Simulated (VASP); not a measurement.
# Li (P-1) in VASP: further runs

Runs on Li. Level: PBE+D3(BJ). Tasks: single point.

Program: VASP 6.6.1. These are calculated values, not measurements. Logs are shortened: lines on timing, memory, paths and dates and some standing lists are left out, and cuts for length are marked.

## Step 1: The cell of the first run

The typed cell holds 1 atom: a = 2.953 Å, b = 2.953 Å, c = 2.955 Å, α = 59.96°, β = 60.03°, γ = 60.03°.

## Step 2: Single point, PBE+D3(BJ)

INCAR reads:

```
SYSTEM = Li
PREC = Accurate
ENCUT = 520
EDIFF = 1E-7
ISMEAR = 0
SIGMA = 0.15
LREAL = .False.
LASPH = .True.
NELM = 100
ALGO = Normal
ISIF = 2
LWAVE = .False.
LCHARG = .False.
GGA = PE
IVDW = 12
NBANDS = 8
```

KPOINTS reads:

```
Automatic mesh
0
Gamma
  14 14 14
  0 0 0
```

POSCAR reads:

```
Li
1.0
   -0.0007379834      2.0887977588      2.0880682823
    2.0895874897      0.0004764127      2.0868348960
    2.0909110098      2.0887363656     -0.0006724460
Li
1
Direct
    0.0000000000      0.0000000000      0.0000000000
```

Potentials or basis: VASP PAW PBE potentials, release 64 (Li_sv).

On the command line:

```sh
$ cat potpaw_PBE.64/Li_sv/POTCAR > POTCAR
$ mpirun -np 1 vasp_std > vasp.out
```

OUTCAR:

```text
SYSTEM = Li
   PREC = Accurate
   ENCUT = 520
   EDIFF = 1E-7
   ISMEAR = 0
   LREAL = .False.
   LASPH = .True.
   NELM = 100
   ISIF = 2
   GGA = PE
   IVDW = 12
 IVDW          = 12

 ion  position               nearest neighbor table
   1  0.000  0.000  0.000-

  LATTYP: Found a triclinic cell.
 ALAT       =     2.9534904390
 B/A-ratio  =     1.4142784196
 C/A-ratio  =     1.0008438142
 COS(alpha) =     0.0000164704
 COS(beta)  =     0.4997562419
 COS(gamma) =     0.7073251353

  Lattice vectors:

 A1 = (  -0.0007379834,   2.0887977588,   2.0880682823)
 A2 = (   0.0005855367,   4.1770577117,   0.0005609403)
 A3 = (  -2.0916489932,   0.0000613932,   2.0887407283)

Analysis of symmetry for initial positions (statically):
=====================================================================
 Subroutine PRICEL returns:
 Original cell was already a primitive cell.

 Routine SETGRP: Setting up the symmetry group for a
 triclinic supercell.

 Subroutine GETGRP returns: Found  2 space group operations
 (whereof  2 operations were pure point group operations)
 out of a pool of  2 trial point group operations.

The static configuration has the point symmetry S_2 .

Analysis of symmetry for dynamics (positions and initial velocities):
=====================================================================
 Subroutine PRICEL returns:
 Original cell was already a primitive cell.

 Routine SETGRP: Setting up the symmetry group for a
 triclinic supercell.

 Subroutine GETGRP returns: Found  2 space group operations
 (whereof  2 operations were pure point group operations)
 out of a pool of  2 trial point group operations.

The dynamic configuration has the point symmetry S_2 .

 Subroutine INISYM returns: Found  2 space group operations
 (whereof  2 operations are pure point group operations),
 and found     1 'primitive' translations

----------------------------------------------------------------------------------------

                                     Primitive cell

  volume of cell :      18.2319

  direct lattice vectors                    reciprocal lattice vectors
    -0.000737983  2.088797759  2.088068282    -0.239078373  0.239404338  0.239339070
     2.089587490  0.000476413  2.086834896     0.239296700 -0.239468690  0.239636924
     2.090911010  2.088736366 -0.000672446     0.239030820  0.239401607 -0.239400763

  length of vectors
     2.953490439  2.953177270  2.955457479     0.414434670  0.414769839  0.414441296

  position of ions in fractional coordinates (direct lattice)
     0.000000000  0.000000000  0.000000000

  ion indices of the primitive-cell ions
   primitive index   ion index
                 1           1

----------------------------------------------------------------------------------------

 KPOINTS: Automatic mesh

Automatic generation of k-mesh.
 Grid dimensions read from file:
 generate k-points for:   14   14   14

 Generating k-lattice:

  Cartesian coordinates                     Fractional coordinates (reciprocal lattice)
    -0.017077027  0.017100310  0.017095648     0.071428571  0.000000000  0.000000000
     0.017092621 -0.017104906  0.017116923     0.000000000  0.071428571 -0.000000000
     0.017073630  0.017100115 -0.017100054    -0.000000000  0.000000000  0.071428571

  Length of vectors
     0.029602476  0.029626417  0.029602950

  Shift w.r.t. Gamma in fractional coordinates (k-lattice)
     0.000000000  0.000000000  0.000000000

 Subroutine IBZKPT returns following result:
 ===========================================

 Found   1376 irreducible k-points:

 Following reciprocal coordinates:
            Coordinates               Weight
  0.000000  0.000000  0.000000      1.000000
  0.071429  0.000000  0.000000      2.000000
  0.142857  0.000000  0.000000      2.000000
  0.214286  0.000000  0.000000      2.000000
  0.285714 -0.000000  0.000000      2.000000
  0.357143  0.000000  0.000000      2.000000
[... 16 lines left out ...]
  0.000000  0.142857 -0.000000      2.000000
  0.071429  0.142857  0.000000      2.000000
 [... further k-points ...]
   k-points           NKPTS =   1376   k-points in BZ     NKDIM =   1376   number of bands    NBANDS=      8
   number of dos      NEDOS =    301   number of ions     NIONS =      1
   total plane-waves  NPLWV =  13824
   dimension x,y,z NGX =    24 NGY =   24 NGZ =   24
   dimension x,y,z NGXF=    48 NGYF=   48 NGZF=   48
   ions per type =               1
   NGX,Y,Z   is equivalent  to a cutoff of  13.51, 13.51, 13.50 a.u.
   NGXF,Y,Z  is equivalent  to a cutoff of  27.02, 27.02, 27.00 a.u.
 SYSTEM =  Li
   PREC   = accura    normal or accurate (medium, high low for compatibility)
   ISTART =      0    job   : 0-new  1-cont  2-samecut
   ICHARG =      2    charge: 1-file 2-atom 10-const
   ISPIN  =      1    spin polarized calculation?
   LNONCOLLINEAR =      F non collinear calculations
   LSORBIT =      F    spin-orbit coupling
   LASPH  =      T    aspherical Exc in radial PAW
   ENCUT  =  520.0 eV  38.22 Ry    6.18 a.u.   5.49  5.49  5.50*2*pi/ulx,y,z
   NELM   =    100;   NELMIN=  2; NELMDL= -5     # of ELM steps
   EDIFF  = 0.1E-06   stopping-criterion for ELM
   LREAL  =      F    real-space projection
   EDIFFG = 0.1E-05   stopping-criterion for IOM
   NSW    =      0    number of steps for IOM
   IBRION =     -1    ionic relax: 0-MD 1-quasi-New 2-CG
   NFREE  =      0    steps in history (QN), initial steepest desc. (CG)
   ISIF   =      2    stress and relaxation
   ISYM   =      2    0-nonsym 1-usesym 2-fastsym
   POTIM  = 0.5000    time-step for ionic-motion
   TEBEG  =    0.0;   TEEND  =   0.0 temperature during run
   PSTRESS=    0.0 pullay stress
   NELECT =       3.0000    total number of electrons
   NUPDOWN=      -1.0000    fix difference up-down
   EMIN   =  10.00;   EMAX   =-10.00  energy-range for DOS
   EFERMI =   0.00;   METHOD = LEGACY
   ISMEAR =     0;   SIGMA  =   0.15  broadening in eV -4-tet -1-fermi 0-gaus
   EFERMI_NEDOS =   21; number of points for ismear=-14 and -15
   IALGO  =     38    algorithm
   IMIX   =      4    mixing-type and parameters
     AMIX     =   0.40;   BMIX     =  1.00
     AMIX_MAG =   1.60;   BMIX_MAG =  1.00
  volume/ion in A,a.u.               =      18.23       123.03
  Fermi-wavevector in a.u.,A,eV,Ry     =   0.897094  1.695262 10.949672  0.804778
  Thomas-Fermi vector in A             =   2.019635
   LORBIT       =      0    0 simple, 1 ext, 2 COOP (PROOUT), +10 PAW based schemes
   GGA     = PE    functional components
   LHFCALC =     F    Hartree Fock is set to
   AEXX    =    0.0000 exact exchange contribution
   IVDW    =    12    specifies the selected vdW correction
   LEPSILON=     F    determine dielectric tensor
   LRPA    =     F    only Hartree local field effects (RPA)
 non-spin polarized calculation
 Gauss-broadening in eV      SIGMA  =   0.15
  energy-cutoff  :      520.00
  volume of cell :       18.23
 maximum number of plane-waves:       531
 NGX is ok and might be reduce to    24
   NGX = 11   NGY = 11   NGZ = 11

 number of electron       3.0000005 magnetization

 Free energy of the ion-electron system (eV)
  ---------------------------------------------------
  ext. energy  EPLUGINS =         0.00000000
  ---------------------------------------------------
  free energy    TOTEN  =        -1.90106992 eV

  energy without entropy =       -1.89690688  energy(sigma->0) =       -1.89898840

 E-fermi :   0.9016     XC(G=0):  -7.3073

 val. band max:        0.8751993579   @ k =   0.0000   0.5000  -0.0000
 cond. band min:       0.9194550121   @ k =  -0.4286   0.0714   0.0714
 fundamental gap:      0.0442556542
 Fermi energy:         0.9016333619

 k-point     1 :       0.0000    0.0000    0.0000
  band No.  band energies     occupation
      1     -45.4186      2.00000
      2      -2.7587      2.00000
      3      16.3907      0.00000
      4      16.4001      0.00000
      5      16.4145      0.00000
      6      20.4347      0.00000
      7      20.4498      0.00000
      8      20.4689      0.00000

 k-point     2 :       0.0714    0.0000    0.0000
  band No.  band energies     occupation
      1     -45.4172      2.00000
      2      -2.6642      2.00000
      3      15.3032      0.00000
      4      16.1688      0.00000
      5      16.1848      0.00000
      6      19.6808      0.00000
      7      20.8469      0.00000
      8      20.8704      0.00000

 k-point     3 :       0.1429    0.0000    0.0000
  band No.  band energies     occupation
      1     -45.4133      2.00000
      2      -2.3812      2.00000
      3      13.0461      0.00000
      4      15.6929      0.00000
      5      15.7092      0.00000
      6      19.7153      0.00000
      7      21.6337      0.00000
      8      21.6566      0.00000

 k-point     4 :       0.2143    0.0000    0.0000
  band No.  band energies     occupation
      1     -45.4077      2.00000
      2      -1.9100      2.00000
      3      10.6608      0.00000
      4      15.2284      0.00000
      5      15.2459      0.00000
      6      20.0698      0.00000
      7      21.4445      0.00000
      8      21.4780      0.00000

 k-point     5 :       0.2857   -0.0000    0.0000
  band No.  band energies     occupation
      1     -45.4016      2.00000
      2      -1.2576      2.00000
      3       8.4349      0.00000
      4      14.8791      0.00000
      5      14.8985      0.00000
      6      20.1315      0.00000
      7      20.4097      0.00000
      8      20.4457      0.00000
[... 177 lines left out ...]
 k-point    22 :      -0.0714    0.0714   -0.0000
  band No.  band energies     occupation
      1     -45.4150      2.00000
      2      -2.5067      2.00000
      3      14.4193      0.00000
      4      14.8283      0.00000
      5      16.4939      0.00000
      6      19.4012      0.00000
      7      20.7967      0.00000
      8      22.2993      0.00000

 k-point    23 :       0.0000    0.1429   -0.0000
  band No.  band energies     occupation
      1     -45.4133      2.00000
      2      -2.3805      2.00000
      3      13.0713      0.00000
      4      15.6824      0.00000
      5      15.6947      0.00000
      6      19.7039      0.00000
      7      21.6287      0.00000
      8      21.6458      0.00000

 k-point    24 :       0.0714    0.1429    0.0000
  band No.  band energies     occupation
      1     -45.4137      2.00000
      2      -2.4111      2.00000
      3      13.8377      0.00000
      4      14.8129      0.00000
      5      16.3473      0.00000
      6      18.3532      0.00000
      7      21.6114      0.00000
      8      22.2895      0.00000

 [... further k-points ...]

------------------------ aborting loop because EDIFF is reached ----------------------------------------

 Edisp (eV)   -0.18803

 E8    (eV) :    -0.0782

  FORCE on cell =-STRESS in cart. coord.  units (eV):
  Direction    XX          YY          ZZ          XY          YZ          ZX
  --------------------------------------------------------------------------------------
  -------------------------------------------------------------------------------------
  Total      -0.00996    -0.00860    -0.00815    -0.00040    -0.00043     0.00154
  in kB      -0.87551    -0.75535    -0.71623    -0.03478    -0.03790     0.13509
  external pressure =       -0.78 kB  Pullay stress =        0.00 kB

 VOLUME and BASIS-vectors are now :
 -----------------------------------------------------------------------------
  energy-cutoff  :      520.00
  volume of cell :       18.23
      direct lattice vectors                 reciprocal lattice vectors
    -0.000737983  2.088797759  2.088068282    -0.239078373  0.239404338  0.239339070
     2.089587490  0.000476413  2.086834896     0.239296700 -0.239468690  0.239636924
     2.090911010  2.088736366 -0.000672446     0.239030820  0.239401607 -0.239400763

 POSITION                                       TOTAL-FORCE (eV/Angst)
 -----------------------------------------------------------------------------------
      0.00000      0.00000      0.00000         0.000000      0.000000     -0.000000
 -----------------------------------------------------------------------------------
    total drift:                               -0.000000      0.000000     -0.000000

  FREE ENERGIE OF THE ION-ELECTRON SYSTEM (eV)
  ---------------------------------------------------
  free  energy   TOTEN  =        -2.0891002689 eV

  energy  without entropy=       -2.0849372230  energy(sigma->0) =       -2.08701875
```

Wall time 39 s (1 thread of Intel Xeon 6975P-C (Granite Rapids), shared host); peak memory 0.27 GiB.

Results:

- Free energy: -2.0891 eV
- Dispersion energy per atom: -0.188 eV

Caveat: the cell differs from its parent crystal (cell sheared at random, sigma 0.06, atoms nudged by 0.01 Å, then relaxed in part); the cutoff is under 1.25 times the usual one of these potentials, so pressure, stress and relaxed cells hold a basis-set (Pulay) error; pairwise dispersion overbinds metals, which lowers pressure and volume.

## Step 3: Single point, PBE+D3(BJ)

INCAR reads:

```
SYSTEM = Li
PREC = Accurate ; ENCUT = 520
EDIFF = 1E-6 ; ISMEAR = 0
SIGMA = 0.15 ; LREAL = .False.
LASPH = .True. ; NELM = 100
ALGO = Normal ; ISIF = 2
LWAVE = .False. ; LCHARG = .False.
GGA = PE ; IVDW = 12
NBANDS = 8
```

KPOINTS reads:

```
Automatic mesh
0
Gamma
  14 14 14
  0.5 0.5 0.5
```

POSCAR is that of step 2.

Potentials or basis: VASP PAW PBE potentials, release 64 (Li_sv).

On the command line:

```sh
$ cat potpaw_PBE.64/Li_sv/POTCAR > POTCAR
$ mpirun -np 1 vasp_std > vasp.out
```

Run time: 37 s. Hardware: 1 thread of Intel Xeon 6975P-C (Granite Rapids), shared host; peak memory 0.27 GiB.

Results (log left out):

```yaml
Free_energy: -2.0864 eV
Dispersion_energy_per_atom: -0.188 eV
```

Levels at points of the mesh, in eV from the Fermi level:
| k point | band 1 | band 2 | band 3 | band 4 | band 5 |
| --- | --- | --- | --- | --- | --- |
| (0.04, 0.04, 0.04) | -46.35 | -3.66 | 15.18 | 15.40 | 15.42 |

Caveat: the cutoff is under 1.25 times the usual one of these potentials, so pressure, stress and relaxed cells hold a basis-set (Pulay) error; pairwise dispersion overbinds metals, which lowers pressure and volume.
